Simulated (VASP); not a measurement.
Runs of VASP 6.6.1 on WC. The structure is that of space group P-6m2 (No. 187), or close to it. The cells are those of the table. 

| cell | gap on the mesh (eV) | pressure (GPa) |
| --- | --- | --- |
| a = 2.688, b = 2.688, c = 2.961 Å, angles 90.0, 90.0, 120.0°, 2 atoms | none | (c) |
| a = 2.688, b = 2.688, c = 2.847 Å, angles 90.0, 90.0, 120.0°, 2 atoms | none | 91.2 |
| a = 2.922, b = 2.922, c = 2.619 Å, angles 90.0, 90.0, 120.0°, 2 atoms | none | (a) |
| a = 2.688, b = 2.688, c = 2.619 Å, angles 90.0, 90.0, 120.0°, 2 atoms | none | 166.0 |
| a = 2.805, b = 2.805, c = 2.847 Å, angles 90.0, 90.0, 120.0°, 2 atoms | none | 37.6 |
| a = 2.688, b = 2.688, c = 2.733 Å, angles 90.0, 90.0, 120.0°, 2 atoms | none | (b) |
| a = 3.156, b = 3.156, c = 2.961 Å, angles 90.0, 90.0, 120.0°, 2 atoms | none | -47.3 |
| a = 2.688, b = 2.688, c = 3.075 Å, angles 90.0, 90.0, 120.0°, 2 atoms | none | 43.8 |

Alike in all rows: task single point; level PBE; potentials or basis VASP PAW PBE potentials, release 64 (W_sv, C); no spin polarisation; k mesh 24 × 24 × 22; cutoff (eV) 520; smearing gaussian 0.15 eV.

**Question.** Estimate the missing entries.

**Answer.** (a) 46.8; (b) 124.4; (c) 64.8.

Caveats: spin-orbit coupling is left out, which moves the levels of the heavy elements.

A k mesh can miss the band edges, and the runs leave out spin-orbit coupling on W.

A gap of «none» marks levels without a gap at the run's occupations.
